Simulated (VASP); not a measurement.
Runs of VASP 6.6.1 on AgCl (rocksalt type). The structure is that of space group Fm-3m (No. 225), or close to it. The cells are those of the table. 

| task | cell | gap on the mesh (eV) | pressure (GPa) |
| --- | --- | --- | --- |
| electric field gradients | a = 3.941 Å, angles 60.0°, 2 atoms | 0.91 | 0.8 |
| electric field gradients | a = 3.887 Å, angles 60.0°, 2 atoms | (b) | 2.9 |
| single point | a = 3.967 Å, angles 60.0°, 2 atoms | 0.92 | -0.1 |
| single point | a = 3.941 Å, angles 60.0°, 2 atoms | 0.91 | 0.8 |
| single point | a = 4.045 Å, angles 60.0°, 2 atoms | (a) | -2.2 |
| single point | a = 3.993 Å, angles 60.0°, 2 atoms | 0.93 | -0.9 |
| electric field gradients | a = 3.967 Å, angles 60.0°, 2 atoms | 0.92 | -0.1 |

Alike in all rows: level PBE; potentials or basis VASP PAW PBE potentials, release 64 (Ag, Cl); no spin polarisation; k mesh 12 × 12 × 12; cutoff (eV) 520; smearing fermi-dirac 0.08 eV.

Fill in the values left out.

(a) 0.95; (b) 0.90.

A k mesh can miss the band edges, and the runs leave out spin-orbit coupling on Ag.
